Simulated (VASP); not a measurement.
# K (P6_3/mmc) in VASP: notebook, part 2 of 2

VASP 6.6.1. Earlier steps stand in the parts before.

## Step 3: Single point, PBEsol

This run uses another cell than the first one, of 71.49 Å³/atom, 1.028 times its volume.

File INCAR:

```
PREC = Accurate
ENCUT = 520
EDIFF = 1E-7
ISMEAR = 1
SIGMA = 0.15
LREAL = False
LASPH = True
NELM = 80
ALGO = Normal
ISIF = 2
LWAVE = False
LCHARG = False
GGA = PS
NBANDS = 26
```

File KPOINTS:

```
regular mesh
0
Gamma
  6 6 2
```

File POSCAR:

```
K
1.0
    4.6461121292      0.0000000000      0.0000000000
   -2.3230560646      4.0236511519      0.0000000000
    0.0000000000      0.0000000000     15.2964785052
K
4
Direct
    0.0000000000      0.0000000000      0.0000000000
    0.3333333333      0.6666666667      0.7500000000
    0.0000000000      0.0000000000      0.5000000000
    0.6666666667      0.3333333333      0.2500000000
```

Potentials or basis: VASP PAW PBE potentials, release 64 (K_sv).

On the command line:

```
> cat potpaw_PBE.64/K_sv/POTCAR > POTCAR
> mpirun -np 1 vasp_std > vasp.out
```

OUTCAR:

```text
PREC = Accurate
   ENCUT = 520
   EDIFF = 1E-7
   ISMEAR = 1
   LREAL = False
   LASPH = True
   NELM = 80
   ISIF = 2
   GGA = PS

 ion  position               nearest neighbor table
   1  0.000  0.000  0.000-
   2  0.333  0.667  0.750-
   3  0.000  0.000  0.500-
   4  0.667  0.333  0.250-

  LATTYP: Found a hexagonal cell.
 ALAT       =     4.6461121292
 C/A-ratio  =     3.2923179811

  Lattice vectors:

 A1 = (   4.6461121292,   0.0000000000,   0.0000000000)
 A2 = (  -2.3230560646,   4.0236511519,   0.0000000000)
 A3 = (   0.0000000000,   0.0000000000,  15.2964785052)

Analysis of symmetry for initial positions (statically):
=====================================================================
 Subroutine PRICEL returns:
 Original cell was already a primitive cell.

 Routine SETGRP: Setting up the symmetry group for a
 hexagonal supercell.

[... 156 lines left out ...]
  ext. energy  EPLUGINS =         0.00000000
  ---------------------------------------------------
  free energy    TOTEN  =        -4.53493403 eV

  energy without entropy =       -4.54196936  energy(sigma->0) =       -4.53727914

 E-fermi :  -0.1274     XC(G=0):  -5.7673

 val. band max:       -0.2347913694   @ k =   0.3333   0.1667   0.5000
 cond. band min:       0.0033576058   @ k =   0.1667   0.1667   0.5000
 fundamental gap:      0.2381489752
 Fermi energy:        -0.1273600895

 k-point     1 :       0.0000    0.0000    0.0000
  band No.  band energies     occupation
      1     -32.0767      2.00000
      2     -32.0747      2.00000
      3     -32.0744      2.00000
      4     -32.0725      2.00000
      5     -15.6595      2.00000
      6     -15.6235      2.00000
[... 395 lines left out ...]
     25       1.8219     -0.00000
     26       1.8219     -0.00000

------------------------ aborting loop because EDIFF is reached ----------------------------------------

  FORCE on cell =-STRESS in cart. coord.  units (eV):
  Direction    XX          YY          ZZ          XY          YZ          ZX
  --------------------------------------------------------------------------------------
  -------------------------------------------------------------------------------------
  Total        0.1503843      0.1503843     -0.4557206     -0.0000000      0.0000000      0.0000000
  in kB        0.8425807      0.8425807     -2.5533350     -0.0000000      0.0000000      0.0000000
  external PRESSURE =      -0.2893912 kB  Pullay stress =       0.0000000 kB

 VOLUME and BASIS-vectors are now :
 -----------------------------------------------------------------------------
  energy-cutoff  :      520.00
  volume of cell :      285.96
      direct lattice vectors                 reciprocal lattice vectors
     4.646112129  0.000000000  0.000000000     0.215233721  0.124265246  0.000000000
    -2.323056065  4.023651152  0.000000000     0.000000000  0.248530492  0.000000000
     0.000000000  0.000000000 15.296478505     0.000000000  0.000000000  0.065374524

 POSITION                                       TOTAL-FORCE (eV/Angst)
 -----------------------------------------------------------------------------------
      0.00000      0.00000      0.00000         0.000000      0.000000      0.000000
     -0.00000      2.68243     11.47236        -0.000000      0.000000     -0.000000
      0.00000      0.00000      7.64824         0.000000      0.000000      0.000000
      2.32306      1.34122      3.82412         0.000000     -0.000000     -0.000000
 -----------------------------------------------------------------------------------
    total drift:                               -0.000000      0.000000     -0.000000

  FREE ENERGIE OF THE ION-ELECTRON SYSTEM (eV)
  ---------------------------------------------------
  free  energy   TOTEN  =        -4.5349340348 eV

  energy  without entropy=       -4.5419693561  energy(sigma->0) =       -4.53727914
```

OSZICAR:

```text
N       E                     dE             d eps       ncg     rms          rms(c)
DAV:   1     0.261230826607E+03    0.26123E+03   -0.14995E+04   736   0.112E+03
DAV:   2     0.163733058252E+02   -0.24486E+03   -0.24073E+03   840   0.317E+02
DAV:   3    -0.348173494139E+01   -0.19855E+02   -0.19731E+02  1100   0.704E+01
DAV:   4    -0.450030180120E+01   -0.10186E+01   -0.10182E+01  1032   0.144E+01
DAV:   5    -0.454374732498E+01   -0.43446E-01   -0.43440E-01  1048   0.246E+00    0.403E+00
DAV:   6    -0.453659586172E+01    0.71515E-02   -0.20509E-02   972   0.818E-01    0.259E+00
DAV:   7    -0.453490596966E+01    0.16899E-02   -0.26480E-02  1018   0.809E-01    0.202E-01
DAV:   8    -0.453488894753E+01    0.17022E-04   -0.33541E-03   968   0.378E-01    0.658E-02
DAV:   9    -0.453491696542E+01   -0.28018E-04   -0.11625E-04  1168   0.475E-02    0.299E-02
DAV:  10    -0.453493298741E+01   -0.16022E-04   -0.26559E-05   894   0.302E-02    0.692E-03
DAV:  11    -0.453493564232E+01   -0.26549E-05   -0.23513E-06  1050   0.122E-02    0.583E-03
DAV:  12    -0.453493400433E+01    0.16380E-05   -0.43354E-07   910   0.406E-03    0.357E-04
DAV:  13    -0.453493403484E+01   -0.30512E-07   -0.21533E-08   494   0.723E-04
   1 F= -.45349340E+01 E0= -.45372791E+01  d E =0.703532E-02
```

stdout:

```text
POSCAR found type information on POSCAR K
 POSCAR found :  1 types and       4 ions
 scaLAPACK will be used
 -----------------------------------------------------------------------------
|                                                                             |
|                                                                             |
|     You enforced a specific xc type in the INCAR file but a different       |
|     I HOPE YOU KNOW WHAT YOU ARE DOING!                                     |
|                                                                             |
 -----------------------------------------------------------------------------

 LDA part: xc-table for (Slater+PW92), standard interpolation
 POSCAR, INCAR and KPOINTS ok, starting setup
 FFT: planning ... GRIDC
 FFT: planning ... GRID_SOFT
 FFT: planning ... GRID
 WAVECAR not read
 entering main loop
```

Wall time 2.8 min (1 thread of Oxide Virtual Turin-like, shared host); peak memory 0.38 GiB.

What came out:

- Free energy: -4.5349 eV
- Pressure: 0.0 GPa
- Band gap on the k mesh: zero (band 18 reaches 0.80 eV, above the bottom of band 19 at -1.58 eV)

Levels at points of the mesh, in eV from the Fermi level:
```
           k point  band 16  band 17  band 18  band 19  band 20  band 21
(0.00, 0.00, 0.00)   -15.46    -2.18    -1.46    -1.46     0.32     0.56
(0.50, 0.00, 0.00)   -15.47     0.18     0.25     0.65     0.66     0.86
(0.00, 0.00, 0.50)   -15.46    -1.99    -1.99    -0.62    -0.62     1.60
(0.50, 0.00, 0.50)   -15.47     0.30     0.30     0.41     0.41     1.24
```

Caveat: the PAW data sets were made with another functional, which shifts forces and pressure a little.

## Step 4: Single point, PBEsol

This run uses another cell than the first one, of 73.42 Å³/atom, 1.056 times its volume.

File INCAR:

```
SYSTEM = K
PREC = Accurate ; ENCUT = 520
EDIFF = 1E-6 ; ISMEAR = 1
SIGMA = 0.15 ; LREAL = .False.
LASPH = .True. ; NELM = 60
ALGO = Normal ; ISIF = 2
LWAVE = .False. ; LCHARG = .True.
GGA = PS ; LELF = .True.
LVHAR = .True. ; NBANDS = 26
```

File KPOINTS:

```
regular mesh
0
Gamma
  6 6 2
  0 0 0
```

File POSCAR:

```
K
1.0
    4.6875974683      0.0000000000      0.0000000000
   -2.3437987341      4.0595785096      0.0000000000
    0.0000000000      0.0000000000     15.4330614331
K
4
Direct
    0.0000000000      0.0000000000      0.0000000000
    0.3333333333      0.6666666667      0.7500000000
    0.0000000000      0.0000000000      0.5000000000
    0.6666666667      0.3333333333      0.2500000000
```

On the command line:

```
> cat potpaw_PBE.64/K_sv/POTCAR > POTCAR
> mpirun -np 1 vasp_std > vasp.out
```

It took 3 min on 1 thread of Oxide Virtual Turin-like, shared host; peak memory 0.38 GiB.

The run converged. Its results:

```
Free energy            : -4.5319 eV
Pressure               : -0.1 GPa
Band gap on the k mesh : zero (band 18 reaches 0.74 eV, above the bottom of band 19 at -1.62 eV)
```

Stress tensor (GPa, compression positive):
```
-0.01  0.00  0.00
 0.00 -0.01  0.00
 0.00  0.00 -0.34
```

Levels at points of the mesh, in eV from the Fermi level:
| k point | band 14 | band 15 | band 16 | band 17 | band 18 | band 19 | band 20 | band 21 | band 22 | band 23 |
| --- | --- | --- | --- | --- | --- | --- | --- | --- | --- | --- |
| (0.00, 0.00, 0.00) | -15.48 | -15.48 | -15.48 | -2.14 | -1.43 | -1.43 | 0.32 | 0.55 | 2.72 | 2.73 |
| (0.50, 0.00, 0.00) | -15.49 | -15.49 | -15.49 | 0.18 | 0.25 | 0.65 | 0.66 | 0.84 | 0.88 | 1.80 |
| (0.00, 0.00, 0.50) | -15.48 | -15.48 | -15.48 | -1.96 | -1.96 | -0.61 | -0.61 | 1.59 | 1.59 | 3.72 |
| (0.50, 0.00, 0.50) | -15.49 | -15.49 | -15.49 | 0.30 | 0.30 | 0.41 | 0.41 | 1.24 | 1.24 | 1.52 |

Caveat: the PAW data sets were made with another functional, which shifts forces and pressure a little.

## Step 5: Single point, PBEsol

This run uses another cell than the first one, of 75.35 Å³/atom, 1.083 times its volume.

File INCAR:

```
PREC = Accurate
ENCUT = 520
EDIFF = 1E-6
ISMEAR = 1
SIGMA = 0.15
LREAL = F
LASPH = T
NELM = 60
ALGO = Normal
ISIF = 2
LWAVE = F
LCHARG = T
GGA = PS
LELF = T
LVHAR = T
NBANDS = 26
```

File KPOINTS:

```
regular mesh
0
Gamma
  6 6 2
```

File POSCAR:

```
K
1.0
    4.7283612315      0.0000000000      0.0000000000
   -2.3641806157      4.0948809643      0.0000000000
    0.0000000000      0.0000000000     15.5672687036
K
4
Direct
    0.0000000000      0.0000000000      0.0000000000
    0.3333333333      0.6666666667      0.7500000000
    0.0000000000      0.0000000000      0.5000000000
    0.6666666667      0.3333333333      0.2500000000
```

Potentials or basis: VASP PAW PBE potentials, release 64 (K_sv).

On the command line:

```
> cat potpaw_PBE.64/K_sv/POTCAR > POTCAR
> mpirun -np 1 vasp_std > vasp.out
```

OUTCAR:

```text
PREC = Accurate
   ENCUT = 520
   EDIFF = 1E-6
   ISMEAR = 1
   LREAL = F
   LASPH = T
   NELM = 60
   ISIF = 2
   GGA = PS

 ion  position               nearest neighbor table
   1  0.000  0.000  0.000-
   2  0.333  0.667  0.750-
   3  0.000  0.000  0.500-
   4  0.667  0.333  0.250-

  LATTYP: Found a hexagonal cell.
 ALAT       =     4.7283612315
 C/A-ratio  =     3.2923179811

  Lattice vectors:

 A1 = (   4.7283612315,   0.0000000000,   0.0000000000)
 A2 = (  -2.3641806157,   4.0948809643,   0.0000000000)
 A3 = (   0.0000000000,   0.0000000000,  15.5672687036)

Analysis of symmetry for initial positions (statically):
=====================================================================
 Subroutine PRICEL returns:
 Original cell was already a primitive cell.

[... 159 lines left out ...]
  ext. energy  EPLUGINS =         0.00000000
  ---------------------------------------------------
  free energy    TOTEN  =        -4.52465105 eV

  energy without entropy =       -4.53177305  energy(sigma->0) =       -4.52702505

 E-fermi :  -0.2373     XC(G=0):  -5.6361

 val. band max:       -0.3435594738   @ k =   0.3333   0.1667   0.5000
 cond. band min:      -0.1113115897   @ k =   0.1667   0.1667   0.5000
 fundamental gap:      0.2322478842
 Fermi energy:        -0.2373029352

 k-point     1 :       0.0000    0.0000    0.0000
  band No.  band energies     occupation
      1     -32.2228      2.00000
      2     -32.2213      2.00000
      3     -32.2210      2.00000
      4     -32.2195      2.00000
      5     -15.7961      2.00000
      6     -15.7664      2.00000
[... 395 lines left out ...]
     25       1.6699     -0.00000
     26       1.6699     -0.00000

------------------------ aborting loop because EDIFF is reached ----------------------------------------

  FORCE on cell =-STRESS in cart. coord.  units (eV):
  Direction    XX          YY          ZZ          XY          YZ          ZX
  --------------------------------------------------------------------------------------
  -------------------------------------------------------------------------------------
  Total       -0.1845459     -0.1845459     -0.7663987     -0.0000000      0.0000000      0.0000000
  in kB       -0.9809584     -0.9809584     -4.0738118     -0.0000000      0.0000000      0.0000000
  external PRESSURE =      -2.0119096 kB  Pullay stress =       0.0000000 kB

 VOLUME and BASIS-vectors are now :
 -----------------------------------------------------------------------------
  energy-cutoff  :      520.00
  volume of cell :      301.41
      direct lattice vectors                 reciprocal lattice vectors
     4.728361232  0.000000000  0.000000000     0.211489764  0.122103671  0.000000000
    -2.364180616  4.094880964  0.000000000     0.000000000  0.244207343  0.000000000
     0.000000000  0.000000000 15.567268704     0.000000000  0.000000000  0.064237344

 POSITION                                       TOTAL-FORCE (eV/Angst)
 -----------------------------------------------------------------------------------
      0.00000      0.00000      0.00000        -0.000000     -0.000000     -0.000000
     -0.00000      2.72992     11.67545         0.000000      0.000000      0.000000
      0.00000      0.00000      7.78363        -0.000000     -0.000000     -0.000000
      2.36418      1.36496      3.89182         0.000000      0.000000      0.000000
 -----------------------------------------------------------------------------------
    total drift:                               -0.000000      0.000000     -0.000000

  FREE ENERGIE OF THE ION-ELECTRON SYSTEM (eV)
  ---------------------------------------------------
  free  energy   TOTEN  =        -4.5246510521 eV

  energy  without entropy=       -4.5317730480  energy(sigma->0) =       -4.52702505
```

stdout:

```text
POSCAR found type information on POSCAR K
 POSCAR found :  1 types and       4 ions
 scaLAPACK will be used
 -----------------------------------------------------------------------------
|                                                                             |
|                                                                             |
|     You enforced a specific xc type in the INCAR file but a different       |
|     I HOPE YOU KNOW WHAT YOU ARE DOING!                                     |
|                                                                             |
 -----------------------------------------------------------------------------

 LDA part: xc-table for (Slater+PW92), standard interpolation
 POSCAR, INCAR and KPOINTS ok, starting setup
 FFT: planning ... GRIDC
 FFT: planning ... GRID_SOFT
 FFT: planning ... GRID
 WAVECAR not read
 entering main loop
```

Wall time 2.9 min (1 thread of Oxide Virtual Turin-like, shared host); peak memory 0.38 GiB.

What came out:

| Property | Result |
| --- | --- |
| Free energy | -4.5247 eV |
| Pressure | -0.2 GPa |
| Band gap on the k mesh | zero (band 18 reaches 0.68 eV, above the bottom of band 19 at -1.65 eV) |

Caveat: the PAW data sets were made with another functional, which shifts forces and pressure a little.

## Step 6: Summary

| cell | gap on the mesh (eV) | pressure (GPa) |
| --- | --- | --- |
| a = 4.604, b = 4.604, c = 15.157 Å, angles 90.0, 90.0, 120.0°, 4 atoms | none | 0.1 |
| a = 4.646, b = 4.646, c = 15.296 Å, angles 90.0, 90.0, 120.0°, 4 atoms | none | 0.0 |
| a = 4.688, b = 4.688, c = 15.433 Å, angles 90.0, 90.0, 120.0°, 4 atoms | none | -0.1 |
| a = 4.728, b = 4.728, c = 15.567 Å, angles 90.0, 90.0, 120.0°, 4 atoms | none | -0.2 |

Alike in all rows: task single point; level PBEsol; potentials or basis VASP PAW PBE potentials, release 64 (K_sv); no spin polarisation; k mesh 6 × 6 × 2; cutoff (eV) 520; smearing methfessel-paxton 0.15 eV.

Caveats: the PAW data sets were made with another functional, which shifts forces and pressure a little.

Total energies depend on the potentials used, so only differences within one code and one set of settings carry meaning.
